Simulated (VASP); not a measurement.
# Se (I4_1/amd) in VASP: a series of runs

Runs on Se. Level: LDA. Tasks: relaxation of cell and atoms.

All numbers are computed with VASP 6.6.1; they aren't measurements. Logs are shortened: lines on timing, memory, paths and dates and some standing lists are left out, and cuts for length are marked.

## (1) The cell of the first run

It takes space group I4_1/amd (No. 141, tetragonal). Conventional cell: a = 4.088 Å, b = 4.088 Å, c = 2.249 Å, α = 90.00°, β = 90.00°, γ = 90.00°. Se (site symmetry -4m2) has 10 Se at 2.12 to 2.65 Å within 2.8 Å.

## (2) Relaxation of cell and atoms, LDA, target pressure 290 GPa, at which the enthalpy is minimised

File INCAR:

```
SYSTEM = Se
PREC = Accurate
ENCUT = 600
EDIFF = 1E-7
ISMEAR = -1
SIGMA = 0.05
LREAL = .FALSE.
LASPH = .TRUE.
NELM = 60
ALGO = Normal
ISIF = 3
LWAVE = .FALSE.
LCHARG = .FALSE.
IBRION = 2
NSW = 60
EDIFFG = -0.005
PSTRESS = 2900.0
```

File KPOINTS:

```
regular mesh
0
G
  18 18 18
  0 0 0
```

File POSCAR:

```
Se
1.0
   -2.0441358331      2.0441358331      1.1242747082
    2.0441358331     -2.0441358331      1.1242747082
    2.0441358331      2.0441358331     -1.1242747082
Se
2
Direct
   -0.3750000000     -0.1250000000     -0.2500000000
    0.3750000000      0.1250000000      0.2500000000
```

Potentials or basis: VASP PAW LDA potentials, release 64 (Se).

Run with:

```
$ cat potpaw_LDA.64/Se/POTCAR > POTCAR
$ mpirun -np 1 vasp_std > vasp.out
```

OUTCAR:

```text
SYSTEM = Se
   PREC = Accurate
   ENCUT = 600
   EDIFF = 1E-7
   ISMEAR = -1
   LREAL = .FALSE.
   LASPH = .TRUE.
   NELM = 60
   ISIF = 3
   IBRION = 2
   NSW = 60
   EDIFFG = -0.005
   PSTRESS = 2900.0

 ion  position               nearest neighbor table
   1  0.625  0.875  0.750-   2 2.12   2 2.12   2 2.12   2 2.12   2 2.65   2 2.65   2 2.65   2 2.65

   2  0.375  0.125  0.250-   1 2.12   1 2.12   1 2.12   1 2.12   1 2.65   1 2.65   1 2.65   1 2.65

  LATTYP: Found a body centered tetragonal cell.
 ALAT       =     4.0882716662
 C/A-ratio  =     0.5500000000

  Lattice vectors:

 A1 = (  -2.0441358331,   2.0441358331,   1.1242747082)
 A2 = (   2.0441358331,  -2.0441358331,   1.1242747082)
 A3 = (   2.0441358331,   2.0441358331,  -1.1242747082)

Analysis of symmetry for initial positions (statically):
=====================================================================
 Subroutine PRICEL returns:
 Original cell was already a primitive cell.

 Routine SETGRP: Setting up the symmetry group for a
 body centered tetragonal supercell.

 Subroutine GETGRP returns: Found 16 space group operations
 (whereof  4 operations were pure point group operations)
 out of a pool of 16 trial point group operations.

The static configuration has the point symmetry C_2h.
 The point group associated with its full space group is D_4h.

Analysis of symmetry for dynamics (positions and initial velocities):
=====================================================================
 Subroutine PRICEL returns:
 Original cell was already a primitive cell.

 Routine SETGRP: Setting up the symmetry group for a
 body centered tetragonal supercell.

 Subroutine GETGRP returns: Found 16 space group operations
 (whereof  4 operations were pure point group operations)
 out of a pool of 16 trial point group operations.

The dynamic configuration has the point symmetry C_2h.
 The point group associated with its full space group is D_4h.

 Subroutine INISYM returns: Found 16 space group operations
 (whereof  4 operations are pure point group operations),
 and found     1 'primitive' translations

----------------------------------------------------------------------------------------

                                     Primitive cell

  volume of cell :      18.7911

  direct lattice vectors                    reciprocal lattice vectors
    -2.044135833  2.044135833  1.124274708     0.000000000  0.244602140  0.444731164
     2.044135833 -2.044135833  1.124274708     0.244602140  0.000000000  0.444731164
     2.044135833  2.044135833 -1.124274708     0.244602140  0.244602140  0.000000000

  length of vectors
     3.101769854  3.101769854  3.101769854     0.507558879  0.507558879  0.345919664

  position of ions in fractional coordinates (direct lattice)
     0.625000000  0.875000000  0.750000000
     0.375000000  0.125000000  0.250000000

  ion indices of the primitive-cell ions
   primitive index   ion index
                 1           1
                 2           2

----------------------------------------------------------------------------------------

 KPOINTS: regular mesh

Automatic generation of k-mesh.
 Grid dimensions read from file:
 generate k-points for:   18   18   18

 Generating k-lattice:

  Cartesian coordinates                     Fractional coordinates (reciprocal lattice)
     0.000000000  0.013589008  0.024707287     0.055555556  0.000000000  0.000000000
     0.013589008  0.000000000  0.024707287     0.000000000  0.055555556  0.000000000
     0.013589008  0.013589008  0.000000000     0.000000000  0.000000000  0.055555556

  Length of vectors
     0.028197715  0.028197715  0.019217759

  Shift w.r.t. Gamma in fractional coordinates (k-lattice)
     0.000000000  0.000000000  0.000000000

 Subroutine IBZKPT returns following result:
 ===========================================

 Found    480 irreducible k-points:

 Following reciprocal coordinates:
            Coordinates               Weight
  0.000000  0.000000  0.000000      1.000000
  0.055556 -0.000000  0.000000      8.000000
  0.111111 -0.000000  0.000000      8.000000
  0.166667 -0.000000  0.000000      8.000000
  0.222222  0.000000  0.000000      8.000000
  0.277778  0.000000 -0.000000      8.000000
[... 16 lines left out ...]
 -0.277778  0.055556  0.000000     16.000000
 -0.222222  0.055556  0.000000     16.000000
 [... further k-points ...]
   k-points           NKPTS =    480   k-points in BZ     NKDIM =    480   number of bands    NBANDS=     10
   number of dos      NEDOS =    301   number of ions     NIONS =      2
   total plane-waves  NPLWV =  21952
   dimension x,y,z NGX =    28 NGY =   28 NGZ =   28
   dimension x,y,z NGXF=    56 NGYF=   56 NGZF=   56
   ions per type =               2
   NGX,Y,Z   is equivalent  to a cutoff of  15.01, 15.01, 15.01 a.u.
   NGXF,Y,Z  is equivalent  to a cutoff of  30.01, 30.01, 30.01 a.u.
 SYSTEM =  Se
   PREC   = accura    normal or accurate (medium, high low for compatibility)
   ISTART =      0    job   : 0-new  1-cont  2-samecut
   ICHARG =      2    charge: 1-file 2-atom 10-const
   ISPIN  =      1    spin polarized calculation?
   LNONCOLLINEAR =      F non collinear calculations
   LSORBIT =      F    spin-orbit coupling
   LASPH  =      T    aspherical Exc in radial PAW
   ENCUT  =  600.0 eV  44.10 Ry    6.64 a.u.   6.20  6.20  6.20*2*pi/ulx,y,z
   NELM   =     60;   NELMIN=  2; NELMDL= -5     # of ELM steps
   EDIFF  = 0.1E-06   stopping-criterion for ELM
   LREAL  =      F    real-space projection
   EDIFFG = -.5E-02   stopping-criterion for IOM
   NSW    =     60    number of steps for IOM
   IBRION =      2    ionic relax: 0-MD 1-quasi-New 2-CG
   NFREE  =      1    steps in history (QN), initial steepest desc. (CG)
   ISIF   =      3    stress and relaxation
   ISYM   =      2    0-nonsym 1-usesym 2-fastsym
   POTIM  = 0.5000    time-step for ionic-motion
   TEBEG  =    0.0;   TEEND  =   0.0 temperature during run
   PSTRESS= 2900.0 pullay stress
   NELECT =      12.0000    total number of electrons
   NUPDOWN=      -1.0000    fix difference up-down
   EMIN   =  10.00;   EMAX   =-10.00  energy-range for DOS
   EFERMI =   0.00;   METHOD = LEGACY
   ISMEAR =    -1;   SIGMA  =   0.05  broadening in eV -4-tet -1-fermi 0-gaus
   EFERMI_NEDOS =   21; number of points for ismear=-14 and -15
   IALGO  =     38    algorithm
   IMIX   =      4    mixing-type and parameters
     AMIX     =   0.40;   BMIX     =  1.00
     AMIX_MAG =   1.60;   BMIX_MAG =  1.00
  volume/ion in A,a.u.               =       9.40        63.40
  Fermi-wavevector in a.u.,A,eV,Ry     =   1.409780  2.664097 27.041293  1.987479
  Thomas-Fermi vector in A             =   2.531801
   LORBIT       =      0    0 simple, 1 ext, 2 COOP (PROOUT), +10 PAW based schemes
   GGA     = CA    functional components
   LHFCALC =     F    Hartree Fock is set to
   AEXX    =    0.0000 exact exchange contribution
   IVDW    =     0    specifies the selected vdW correction
   LEPSILON=     F    determine dielectric tensor
   LRPA    =     F    only Hartree local field effects (RPA)
 conjugate gradient relaxation of ions
 non-spin polarized calculation
  energy-cutoff  :      600.00
  volume of cell :       18.79
 maximum number of plane-waves:       652
 NGX is ok and might be reduce to    28
   NGX = 13   NGY = 13   NGZ = 13

--------------------------------------- Ionic step        1  -------------------------------------------

 number of electron      12.0000001 magnetization

 Free energy of the ion-electron system (eV)
  ---------------------------------------------------
  ext. energy  EPLUGINS =         0.00000000
  ---------------------------------------------------
  free energy    TOTEN  =         4.37563235 eV

  energy without entropy =        4.38238222  energy(sigma->0) =        4.37900728

------------------------ aborting loop because EDIFF is reached ----------------------------------------

  FORCE on cell =-STRESS in cart. coord.  units (eV):
  Direction    XX          YY          ZZ          XY          YZ          ZX
  --------------------------------------------------------------------------------------
  -------------------------------------------------------------------------------------
  Total       40.0438179     40.0438179     36.3179749     -0.0000000     -0.0000000      0.0000000
  in kB     3414.2406255   3414.2406255   3096.5655100     -0.0000000     -0.0000000      0.0000000
  external PRESSURE =     408.3489203 kB  Pullay stress =    2900.0000000 kB
[... 97 lines left out ...]
  energy  without entropy=        2.5027648396  energy(sigma->0) =        2.49941146

  enthalpy is  TOTEN    =        38.2786717275 eV   P V=       35.7826136381

[... ionic steps 4 to 8 ...]

--------------------------------------- Ionic step        9  -------------------------------------------

 number of electron      11.9999999 magnetization

------------------------ aborting loop because EDIFF is reached ----------------------------------------
[... 71 lines left out ...]
--------------------------------------- Ionic step       11  -------------------------------------------

 number of electron      11.9999999 magnetization

 Free energy of the ion-electron system (eV)
  ---------------------------------------------------
  ext. energy  EPLUGINS =         0.00000000
  ---------------------------------------------------
  free energy    TOTEN  =         2.88978254 eV

  energy without entropy =        2.89643763  energy(sigma->0) =        2.89311009

 E-fermi :  18.7713     XC(G=0): -14.2086

 val. band max:       18.7697432007   @ k =  -0.1111  -0.2222   0.0556
 cond. band min:      18.7719281403   @ k =   0.4444   0.1667   0.0000
 fundamental gap:      0.0021849396
 Fermi energy:        18.7712994343

 k-point     1 :       0.0000    0.0000    0.0000
  band No.  band energies     occupation
      1      -8.1087      2.00000
      2       7.1386      2.00000
      3       7.6928      2.00000
      4       7.6928      2.00000
      5      15.8284      2.00000
      6      23.3896      0.00000
      7      23.3896      0.00000
      8      24.9799      0.00000
      9      26.1157      0.00000
     10      28.0726      0.00000
[... 287 lines left out ...]
 k-point    24 :      -0.2222    0.0556    0.0000
  band No.  band energies     occupation
      1      -6.8154      2.00000
      2       4.5958      2.00000
      3       7.6436      2.00000
      4      12.1692      2.00000
      5      17.9074      2.00000
      6      18.6391      1.86719
      7      19.0713      0.00495
      8      21.0086      0.00000
      9      22.9877      0.00000
     10      26.8086      0.00000

 [... further k-points ...]

------------------------ aborting loop because EDIFF is reached ----------------------------------------

  FORCE on cell =-STRESS in cart. coord.  units (eV):
  Direction    XX          YY          ZZ          XY          YZ          ZX
  --------------------------------------------------------------------------------------
  -------------------------------------------------------------------------------------
  Total       35.3518536     35.3518536     35.3513304      0.0000000      0.0000000     -0.0000000
  in kB     2900.1248082   2900.1248082   2900.0818862      0.0000000      0.0000000     -0.0000000
  external PRESSURE =       0.1105009 kB  Pullay stress =    2900.0000000 kB
[... 21 lines left out ...]
  energy  without entropy=        2.8964376275  energy(sigma->0) =        2.89311009

  enthalpy is  TOTEN    =        38.2401147993 eV   P V=       35.3503322550

 reached required accuracy - stopping structural energy minimisation
```

Wall time 4.7 min (1 thread of Intel Xeon 6975P-C (Granite Rapids), shared host); peak memory 0.25 GiB.

Results:

| Property | Result |
| --- | --- |
| Free energy | 2.8898 eV |
| Relaxed volume | 9.77 Å³/atom |
| Relaxed cell | a = 3.168 Å, b = 3.168 Å, c = 3.168 Å, α = 97.03°, β = 97.03°, γ = 139.04° |
| Space group after relaxing (to 0.1 Å) | I4_1/amd (No. 141) |
| Energy change on relaxing (the run minimises the enthalpy) | -742.9 meV/atom |
| Ionic steps | 11 |
| Pressure after relaxing | 290.0 GPa |
| Band gap on the k mesh | zero (bands 6 and 7 overlap by 11.19 eV) |

The path:
```csv
step,energy change (eV),largest force (eV/Å),pressure (GPa),volume (Å³)
1,0.0000,0.0000,330.83,18.79
2,-8.6452,0.0000,101.97,26.03
3,-1.8796,0.0000,277.88,19.77
4,-1.5975,0.0000,285.74,19.61
5,-1.2827,0.0000,295.41,19.45
6,-1.5058,0.0000,289.45,19.54
7,-1.5085,0.0000,289.37,19.54
8,-1.3694,0.0000,293.27,19.47
9,-1.4881,0.0000,289.94,19.53
10,-1.4836,0.0000,290.07,19.53
11,-1.4859,0.0000,290.01,19.53
```

Final structure:
```yaml
crystal:
  lattice:
    - [-2.09870, 2.09870, 1.10852]
    - [2.09870, -2.09870, 1.10852]
    - [2.09870, 2.09870, -1.10852]
  atoms:
    - { symbol: Se, position: [0.62500, 0.87500, 0.75000] }
    - { symbol: Se, position: [0.37500, 0.12500, 0.25000] }
```

Caveat: the cell is relaxed towards a set pressure, so the run minimises the enthalpy, not the energy.

(Part 1 of 2 ends here.)
